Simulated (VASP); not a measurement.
Wanted: the native input for a VASP 6.6.1 run.

* Task: relaxation of cell and atoms
* Functional: RPBE
* Potentials or basis: VASP PAW PBE potentials, release 64 (Ba_sv)
* Cutoff: 500 eV
* k mesh: 5 × 5 × 5
* Occupations: gaussian, width 0.1 eV
* Spin: no spin polarisation
* Dipole correction: no
* Further INCAR settings: ALGO = Normal; EDIFF = 1e-07; IBRION = 2; EDIFFG = -0.03; NSW = 60; ISIF = 3

The structure of Ba lies in POSCAR:

```
Ba
1.0
    0.0000000000      4.3400000000      4.3400000000
    4.3400000000      0.0000000000      4.3400000000
    4.3400000000      4.3400000000      0.0000000000
Ba
2
Direct
    1.0000000000      1.0000000000      1.0000000000
    0.2500000000      0.2500000000      0.2500000000
```

This isn't the form of Ba at room conditions, which is bcc.

One way to write it, as run:

INCAR

```
SYSTEM = Ba
PREC     = Accurate       ! precision mode
ENCUT    = 500            ! plane-wave cutoff, eV
EDIFF    = 1E-7           ! SCF threshold, eV
ISMEAR   = 0              ! smearing method
SIGMA    = 0.1            ! smearing width, eV
LREAL    = .False.        ! projectors in reciprocal space
LASPH    = .True.         ! aspherical terms in the spheres
NELM     = 120            ! most SCF steps
ALGO     = Normal         ! electronic algorithm
ISIF     = 3              ! what is computed and relaxed
LWAVE    = .False.        ! write WAVECAR
LCHARG   = .False.        ! write CHGCAR
GGA      = RP             ! functional
IBRION   = 2              ! ionic algorithm
NSW      = 60             ! ionic steps
EDIFFG   = -0.03          ! ionic threshold
GGA_COMPAT= .False.      
NELMIN   = 4
```

KPOINTS

```
Automatic mesh
0
Gamma
  5 5 5
  0 0 0
```

Potentials or basis: VASP PAW PBE potentials, release 64 (Ba_sv).

Run with:

```bash
$ cat potpaw_PBE.64/Ba_sv/POTCAR > POTCAR
$ mpirun -np 1 vasp_std > vasp.out
```

It gave:

* Relaxed volume: 114.53 Å³/atom
* Relaxed cell: a = 6.868 Å, b = 6.868 Å, c = 6.868 Å, α = 60.00°, β = 60.00°, γ = 60.00°
* Space group after relaxing (to 0.1 Å): Fd-3m (No. 227)
* Energy gained by relaxing: 11.6 meV/atom
* Ionic steps: 5
* Pressure after relaxing: 0.0 GPa
* Band gap on the k mesh: zero (bands 10 and 11 overlap by 0.55 eV)

Caveat: the volume moved by over 15 % at a fixed basis, so the end points are rough; the PAW data sets were made with another functional, which shifts forces and pressure a little; spin-orbit coupling is left out, which moves the levels of the heavy elements.

Wall time 94 s on 1 thread of Intel(R) Xeon(R) Platinum 8488C (Sapphire Rapids), with other jobs on the host, peak memory 0.33 GiB.
